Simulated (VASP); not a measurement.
Wanted: the native input for a VASP 6.6.1 run.

```yaml
Task: single point
Functional: PBEsol
Potentials_or_basis: VASP PAW PBE potentials, release 64 (Ti_sv)
Cutoff: 520 eV
k_mesh: 9 × 9 × 12
Occupations: fermi-dirac, width 0.1 eV
Spin: no spin polarisation
Dipole_correction: no
Further_INCAR_settings: ALGO = Normal; EDIFF = 1e-07; NBANDS = 25
```

The structure of Ti lies in POSCAR:

```
Ti
1.0
    4.6766666667      0.0000000000      0.0000000000
   -2.3383333333      4.0501121410      0.0000000000
    0.0000000000      0.0000000000      2.8200000000
Ti
3
Direct
    0.0000000000      0.0000000000      0.0000000000
    0.3333333333      0.6666666667      0.5000000000
    0.6666666667      0.3333333333      0.5000000000
```

This isn't the form of Ti at room conditions, which is hcp.

One way to write it, as run:

INCAR

```
PREC = Accurate ; ENCUT = 520
EDIFF = 1E-7 ; ISMEAR = -1
SIGMA = 0.1 ; LREAL = F
LASPH = T ; NELM = 100
ALGO = Normal ; ISIF = 2
LWAVE = F ; LCHARG = F
GGA = PS ; NBANDS = 25
```

KPOINTS

```
regular mesh
0
Gamma
  9 9 12
```

Potentials or basis: VASP PAW PBE potentials, release 64 (Ti_sv).

The run is started by

```bash
$ cat potpaw_PBE.64/Ti_sv/POTCAR > POTCAR
$ mpirun -np 1 vasp_std > vasp.out
```

It gave:

- Pressure: -8.0 GPa
- Band gap on the k mesh: zero (bands 18 and 19 overlap by 0.30 eV)

Caveat: the cell stands under tension; the PAW data sets were made with another functional, which shifts forces and pressure a little.

It took 3.9 min on 1 thread of AMD EPYC 7R13, with other jobs on the host, peak memory 0.2 GiB.
